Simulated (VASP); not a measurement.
## SiC5: single point with PBE

Crystal: SiC5.

```
CELL_PARAMETERS angstrom
2.75802 0.00000 0.00000
-1.37901 2.38852 0.00000
0.00000 0.00000 6.84601
ATOMIC_POSITIONS crystal
C 0.00000 0.00000 0.97108
C 0.66667 0.33333 0.66966
C 0.33333 0.66667 0.36716
C 0.66667 0.33333 0.89606
C 0.33333 0.66667 0.59330
Si 0.00000 0.00000 0.25275
```

This cell differs from its parent crystal: volume changed by +3%.

```json
{
 "Program": "VASP 6.6.1",
 "Task": "single point",
 "Functional": "PBE",
 "Potentials or basis": "VASP PAW PBE potentials, release 64 (C, Si)",
 "Cutoff": "520 eV",
 "k mesh": "9 × 9 × 4",
 "Occupations": "gaussian, width 0.01 eV",
 "Spin": "no spin polarisation"
}
```

```
Pressure               : -8.8 GPa
Largest force          : 0.278 eV/Å
Band gap on the k mesh : 1.40 eV, indirect (least direct gap 3.21 eV)
```

Forces on the atoms (eV/Å):
```
C    0.000  0.000  0.041
C    0.000  0.000  0.102
C    0.000  0.000 -0.182
C    0.000  0.000 -0.138
C    0.000  0.000 -0.101
Si   0.000  0.000  0.278
```

Stress tensor (GPa, compression positive):
```
-8.29  0.00  0.00
 0.00 -8.29  0.00
 0.00  0.00 -9.71
```

Levels at points of the mesh, in eV from the valence-band top:
| k point | band 10 | band 11 | band 12 | band 13 | band 14 | band 15 |
| --- | --- | --- | --- | --- | --- | --- |
| (0.00, 0.00, 0.00) | -1.46 | 0.00 | 0.00 | 3.91 | 4.13 | 4.15 |
| (0.00, 0.00, 0.50) | -2.29 | -0.13 | -0.13 | 4.01 | 4.46 | 4.46 |

Run time: 26 s on 1 thread of AMD EPYC 9R45 (Zen 5), with other jobs on the host, peak memory 0.15 GiB.

 A k mesh can miss the band edges.
